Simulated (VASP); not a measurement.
# AlN (P6_3mc) in VASP: single point with r2SCAN

Aim: the single point of AlN with r2SCAN.

Program: VASP 6.6.1. These are calculated values, not measurements. Logs are shortened: lines on timing, memory, paths and dates and some standing lists are left out, and cuts for length are marked.

## Step 1: The cell of the first run

The structure is hexagonal, space group P6_3mc (No. 186). Conventional cell: a = 3.107 Å, b = 3.107 Å, c = 4.979 Å, α = 90.00°, β = 90.00°, γ = 120.00°. Al (site symmetry 3m) has 4 N at 1.89 to 1.90 Å within 2.5 Å. N (site symmetry 3m) has 4 Al at 1.89 to 1.90 Å within 2.5 Å.

## Step 2: Single point, r2SCAN

File POSCAR:

```
AlN
1.0
    3.1066970517      0.0000000000      0.0000000000
   -1.5533485259      2.6904785687      0.0000000000
    0.0000000000      0.0000000000      4.9785739315
Al N
2 2
Direct
    0.6666666667      0.3333333333      0.4992049920
    0.3333333333      0.6666666667      0.9992049920
    0.6666666667      0.3333333333      0.8807950080
    0.3333333333      0.6666666667      0.3807950080
```

File INCAR.step1:

```
SYSTEM = AlN
ALGO = Normal
EDIFF = 1E-4
ENCUT = 520
GGA = PE
ISMEAR = 0
LASPH = .True.
LCHARG = .False.
LREAL = .False.
LWAVE = .True.
NBANDS = 16
NELM = 100
PREC = Accurate
SIGMA = 0.02
```

File INCAR.step2:

```
SYSTEM = AlN
ALGO = Normal
EDIFF = 1E-6
ENCUT = 520
ISIF = 2
ISMEAR = 0
ISTART = 1
LASPH = .True.
LCHARG = .False.
LMIXTAU = .True.
LREAL = .False.
LWAVE = .False.
METAGGA = R2SCAN
NBANDS = 16
NELM = 100
PREC = Accurate
SIGMA = 0.02
```

File KPOINTS:

```
k-points
0
Gamma
  12 12 6
  0 0 0
```

Potentials or basis: VASP PAW PBE potentials, release 64 (Al, N).

Command:

```
> cat potpaw_PBE.64/Al/POTCAR potpaw_PBE.64/N/POTCAR > POTCAR
> cp INCAR.step1 INCAR
> mpirun -np 1 vasp_std > vasp.out
> cp INCAR.step2 INCAR
> mpirun -np 1 vasp_std > vasp.out
```

OUTCAR:

```text
SYSTEM = AlN
   EDIFF = 1E-6
   ENCUT = 520
   ISIF = 2
   ISMEAR = 0
   ISTART = 1
   LASPH = .True.
   LREAL = .False.
   METAGGA = R2SCAN
   NELM = 100
   PREC = Accurate

 ion  position               nearest neighbor table
   1  0.667  0.333  0.499-   4 1.89   4 1.89   4 1.89   3 1.90   2 3.07   2 3.07   2 3.07   2 3.07
                             2 3.07   2 3.07
   2  0.333  0.667  0.999-   3 1.89   3 1.89   3 1.89   4 1.90   1 3.07   1 3.07   1 3.07   1 3.07
                             1 3.07   1 3.07
   3  0.667  0.333  0.881-   2 1.89   2 1.89   2 1.89   1 1.90
   4  0.333  0.667  0.381-   1 1.89   1 1.89   1 1.89   2 1.90

  LATTYP: Found a hexagonal cell.
 ALAT       =     3.1066970517
 C/A-ratio  =     1.6025295832

  Lattice vectors:

 A1 = (   3.1066970517,   0.0000000000,   0.0000000000)
 A2 = (  -1.5533485259,   2.6904785687,   0.0000000000)
 A3 = (   0.0000000000,   0.0000000000,   4.9785739315)

Analysis of symmetry for initial positions (statically):
=====================================================================
 Subroutine PRICEL returns:
 Original cell was already a primitive cell.

 Routine SETGRP: Setting up the symmetry group for a
 hexagonal supercell.

 Subroutine GETGRP returns: Found 12 space group operations
 (whereof  6 operations were pure point group operations)
 out of a pool of 24 trial point group operations.

The static configuration has the point symmetry C_3v.
 The point group associated with its full space group is C_6v.

Analysis of symmetry for dynamics (positions and initial velocities):
=====================================================================
 Subroutine PRICEL returns:
 Original cell was already a primitive cell.

 Routine SETGRP: Setting up the symmetry group for a
 hexagonal supercell.

 Subroutine GETGRP returns: Found 12 space group operations
 (whereof  6 operations were pure point group operations)
 out of a pool of 24 trial point group operations.

The dynamic configuration has the point symmetry C_3v.
 The point group associated with its full space group is C_6v.

 Subroutine INISYM returns: Found 12 space group operations
 (whereof  6 operations are pure point group operations),
 and found     1 'primitive' translations

----------------------------------------------------------------------------------------

                                     Primitive cell

  volume of cell :      41.6134

  direct lattice vectors                    reciprocal lattice vectors
     3.106697052  0.000000000  0.000000000     0.321885264  0.185840544  0.000000000
    -1.553348526  2.690478569  0.000000000     0.000000000  0.371681087  0.000000000
     0.000000000  0.000000000  4.978573931     0.000000000  0.000000000  0.200860731

  length of vectors
     3.106697052  3.106697052  4.978573931     0.371681087  0.371681087  0.200860731

  position of ions in fractional coordinates (direct lattice)
     0.666666667  0.333333333  0.499204992
     0.333333333  0.666666667  0.999204992
     0.666666667  0.333333333  0.880795008
     0.333333333  0.666666667  0.380795008

  ion indices of the primitive-cell ions
   primitive index   ion index
                 1           1
                 2           2
                 3           3
                 4           4

----------------------------------------------------------------------------------------

 KPOINTS: k-points

Automatic generation of k-mesh.
 Grid dimensions read from file:
 generate k-points for:   12   12    6

 Generating k-lattice:

  Cartesian coordinates                     Fractional coordinates (reciprocal lattice)
     0.026823772  0.015486712  0.000000000     0.083333333  0.000000000  0.000000000
     0.000000000  0.030973424  0.000000000     0.000000000  0.083333333  0.000000000
     0.000000000  0.000000000  0.033476789     0.000000000  0.000000000  0.166666667

  Length of vectors
     0.030973424  0.030973424  0.033476789

  Shift w.r.t. Gamma in fractional coordinates (k-lattice)
     0.000000000  0.000000000  0.000000000

 Subroutine IBZKPT returns following result:
 ===========================================

 Found     76 irreducible k-points:

 Following reciprocal coordinates:
            Coordinates               Weight
  0.000000  0.000000  0.000000      1.000000
  0.083333 -0.000000  0.000000      6.000000
  0.166667 -0.000000  0.000000      6.000000
  0.250000 -0.000000  0.000000      6.000000
  0.333333 -0.000000  0.000000      6.000000
  0.416667  0.000000  0.000000      6.000000
[... 16 lines left out ...]
  0.250000 -0.000000  0.166667     12.000000
  0.333333 -0.000000  0.166667     12.000000
 [... further k-points ...]
   k-points           NKPTS =     76   k-points in BZ     NKDIM =     76   number of bands    NBANDS=     16
   number of dos      NEDOS =    301   number of ions     NIONS =      4
   total plane-waves  NPLWV =  23040
   dimension x,y,z NGX =    24 NGY =   24 NGZ =   40
   dimension x,y,z NGXF=    48 NGYF=   48 NGZF=   80
   ions per type =               2   2
   NGX,Y,Z   is equivalent  to a cutoff of  12.84, 12.84, 13.36 a.u.
   NGXF,Y,Z  is equivalent  to a cutoff of  25.69, 25.69, 26.71 a.u.
 SYSTEM =  AlN
   PREC   = accura    normal or accurate (medium, high low for compatibility)
   ISTART =      1    job   : 0-new  1-cont  2-samecut
   ICHARG =      0    charge: 1-file 2-atom 10-const
   ISPIN  =      1    spin polarized calculation?
   LNONCOLLINEAR =      F non collinear calculations
   LSORBIT =      F    spin-orbit coupling
   LASPH  =      T    aspherical Exc in radial PAW
   ENCUT  =  520.0 eV  38.22 Ry    6.18 a.u.   5.78  5.78  9.26*2*pi/ulx,y,z
   NELM   =    100;   NELMIN=  2; NELMDL=  0     # of ELM steps
   EDIFF  = 0.1E-05   stopping-criterion for ELM
   LREAL  =      F    real-space projection
   EDIFFG = 0.1E-04   stopping-criterion for IOM
   NSW    =      0    number of steps for IOM
   IBRION =     -1    ionic relax: 0-MD 1-quasi-New 2-CG
   NFREE  =      0    steps in history (QN), initial steepest desc. (CG)
   ISIF   =      2    stress and relaxation
   ISYM   =      2    0-nonsym 1-usesym 2-fastsym
   POTIM  = 0.5000    time-step for ionic-motion
   TEBEG  =    0.0;   TEEND  =   0.0 temperature during run
   PSTRESS=    0.0 pullay stress
   NELECT =      16.0000    total number of electrons
   NUPDOWN=      -1.0000    fix difference up-down
   EMIN   =  10.00;   EMAX   =-10.00  energy-range for DOS
   EFERMI =   0.00;   METHOD = LEGACY
   ISMEAR =     0;   SIGMA  =   0.02  broadening in eV -4-tet -1-fermi 0-gaus
   EFERMI_NEDOS =   21; number of points for ismear=-14 and -15
   IALGO  =     38    algorithm
   IMIX   =      4    mixing-type and parameters
     AMIX     =   0.40;   BMIX     =  1.00
     AMIX_MAG =   1.60;   BMIX_MAG =  1.00
  volume/ion in A,a.u.               =      10.40        70.21
  Fermi-wavevector in a.u.,A,eV,Ry     =   1.190430  2.249586 19.281122  1.417122
  Thomas-Fermi vector in A             =   2.326514
   LORBIT       =      0    0 simple, 1 ext, 2 COOP (PROOUT), +10 PAW based schemes
   METAGGA = R2SCAN    functional components
   LHFCALC =     F    Hartree Fock is set to
   AEXX    =    0.0000 exact exchange contribution
   IVDW    =     0    specifies the selected vdW correction
   LEPSILON=     F    determine dielectric tensor
   LRPA    =     F    only Hartree local field effects (RPA)
 non-spin polarized calculation
 Gauss-broadening in eV      SIGMA  =   0.02
  energy-cutoff  :      520.00
  volume of cell :       41.61
 maximum number of plane-waves:      1152
 NGX is ok and might be reduce to    24
   NGX = 11   NGY = 11   NGZ = 19

 number of electron      15.9999996 magnetization

 Free energy of the ion-electron system (eV)
  ---------------------------------------------------
  ext. energy  EPLUGINS =         0.00000000
  ---------------------------------------------------
  free energy    TOTEN  =       -38.45646414 eV

  energy without entropy =      -38.45646414  energy(sigma->0) =      -38.45646414

 E-fermi :   6.0395     XC(G=0): -11.4167

 val. band max:        5.9174424403   @ k =   0.0000   0.0000   0.0000
 cond. band min:      10.8381444698   @ k =   0.0000   0.0000   0.0000
 fundamental gap:      4.9207020296
 Fermi energy:         6.0394613833

 k-point     1 :       0.0000    0.0000    0.0000
  band No.  band energies     occupation
      1     -10.0625      2.00000
      2      -7.9407      2.00000
      3      -0.1516      2.00000
      4       5.0336      2.00000
      5       5.0336      2.00000
      6       5.6943      2.00000
[... 8 lines left out ...]
     15      20.0418      0.00000
     16      20.0418      0.00000

 k-point     2 :       0.0833   -0.0000    0.0000
  band No.  band energies     occupation
      1      -9.9733      2.00000
      2      -7.8907      2.00000
      3      -0.0439      2.00000
      4       4.6240      2.00000
      5       4.9145      2.00000
      6       5.2905      2.00000
[... 8 lines left out ...]
     15      20.1021      0.00000
     16      20.1039      0.00000

 k-point     3 :       0.1667   -0.0000    0.0000
  band No.  band energies     occupation
      1      -9.7138      2.00000
      2      -7.7543      2.00000
      3       0.2735      2.00000
      4       3.6154      2.00000
      5       4.4117      2.00000
      6       4.6345      2.00000
[... 8 lines left out ...]
     15      19.2989      0.00000
     16      19.5742      0.00000

 k-point     4 :       0.2500   -0.0000    0.0000
  band No.  band energies     occupation
      1      -9.3116      2.00000
      2      -7.5749      2.00000
      3       0.7808      2.00000
      4       2.4283      2.00000
      5       3.4305      2.00000
      6       4.3125      2.00000
[... 8 lines left out ...]
     15      19.0723      0.00000
     16      20.1970      0.00000

 k-point     5 :       0.3333   -0.0000    0.0000
  band No.  band energies     occupation
      1      -8.8217      2.00000
      2      -7.4263      2.00000
      3       1.3718      2.00000
      4       1.4368      2.00000
      5       2.5509      2.00000
      6       4.0323      2.00000
[... 8 lines left out ...]
     15      19.0599      0.00000
     16      21.4263      0.00000

 k-point     6 :       0.4167    0.0000    0.0000
  band No.  band energies     occupation
      1      -8.3492      2.00000
      2      -7.3885      2.00000
      3       0.6561      2.00000
      4       1.9174      2.00000
      5       2.1442      2.00000
      6       3.8458      2.00000
[... 8 lines left out ...]
     15      19.4993      0.00000
     16      22.3403      0.00000
[... 267 lines left out ...]
 k-point    21 :       0.0833   -0.0000    0.1667
  band No.  band energies     occupation
      1      -9.8674      2.00000
      2      -8.0845      2.00000
      3       0.3106      2.00000
      4       4.6712      2.00000
      5       4.9620      2.00000
      6       4.9699      2.00000
[... 8 lines left out ...]
     15      19.6195      0.00000
     16      19.7451      0.00000

 k-point    22 :       0.1667   -0.0000    0.1667
  band No.  band energies     occupation
      1      -9.6120      2.00000
      2      -7.9313      2.00000
      3       0.5725      2.00000
      4       3.6836      2.00000
      5       4.1768      2.00000
      6       4.6929      2.00000
[... 8 lines left out ...]
     15      19.4476      0.00000
     16      19.7795      0.00000

 k-point    23 :       0.2500   -0.0000    0.1667
  band No.  band energies     occupation
      1      -9.2175      2.00000
      2      -7.7230      2.00000
      3       0.9235      2.00000
      4       2.5930      2.00000
      5       3.2495      2.00000
      6       4.3804      2.00000
[... 8 lines left out ...]
     15      19.3412      0.00000
     16      20.2731      0.00000

 k-point    24 :       0.3333   -0.0000    0.1667
  band No.  band energies     occupation
      1      -8.7404      2.00000
      2      -7.5343      2.00000
      3       0.9527      2.00000
      4       1.9310      2.00000
      5       2.5409      2.00000
      6       4.1067      2.00000
[... 8 lines left out ...]
     15      19.4228      0.00000
     16      21.3270      0.00000

 [... further k-points ...]

------------------------ aborting loop because EDIFF is reached ----------------------------------------

  FORCE on cell =-STRESS in cart. coord.  units (eV):
  Direction    XX          YY          ZZ          XY          YZ          ZX
  --------------------------------------------------------------------------------------
  -------------------------------------------------------------------------------------
  Total       -0.1034607     -0.1034607     -0.0958589      0.0000000      0.0000000      0.0000000
  in kB       -3.9833888     -3.9833888     -3.6907059      0.0000000      0.0000000      0.0000000
  external PRESSURE =      -3.8858278 kB  Pullay stress =       0.0000000 kB

 VOLUME and BASIS-vectors are now :
 -----------------------------------------------------------------------------
  energy-cutoff  :      520.00
  volume of cell :       41.61
      direct lattice vectors                 reciprocal lattice vectors
     3.106697052  0.000000000  0.000000000     0.321885264  0.185840544  0.000000000
    -1.553348526  2.690478569  0.000000000     0.000000000  0.371681087  0.000000000
     0.000000000  0.000000000  4.978573931     0.000000000  0.000000000  0.200860731

 POSITION                                       TOTAL-FORCE (eV/Angst)
 -----------------------------------------------------------------------------------
      1.55335      0.89683      2.48533        -0.000000      0.000000     -0.003364
     -0.00000      1.79365      4.97462         0.000000     -0.000000     -0.003364
      1.55335      0.89683      4.38510         0.000000      0.000000      0.003364
     -0.00000      1.79365      1.89582        -0.000000      0.000000      0.003364
 -----------------------------------------------------------------------------------
    total drift:                               -0.000000     -0.000000     -0.025634

  FREE ENERGIE OF THE ION-ELECTRON SYSTEM (eV)
  ---------------------------------------------------
  free  energy   TOTEN  =       -38.4564641377 eV

  energy  without entropy=      -38.4564641377  energy(sigma->0) =      -38.45646414
```

Run time: 1.8 min. Hardware: 1 thread of Intel Xeon Platinum 8259CL at 2.50GHz (Skylake/Cascade Lake), shared host; peak memory 0.19 GiB.

Results:

```yaml
Free_energy: -38.4565 eV
Pressure: -0.4 GPa
Largest_force: 0.003 eV/Å
Band_gap_on_the_k_mesh: 4.92 eV, direct
```

Forces on the atoms (eV/Å):
```
Al   0.000  0.000 -0.003
Al   0.000  0.000 -0.003
N    0.000  0.000  0.003
N    0.000  0.000  0.003
```

Caveat: the PAW data sets were made with another functional, which shifts forces and pressure a little. A k mesh can miss the band edges.
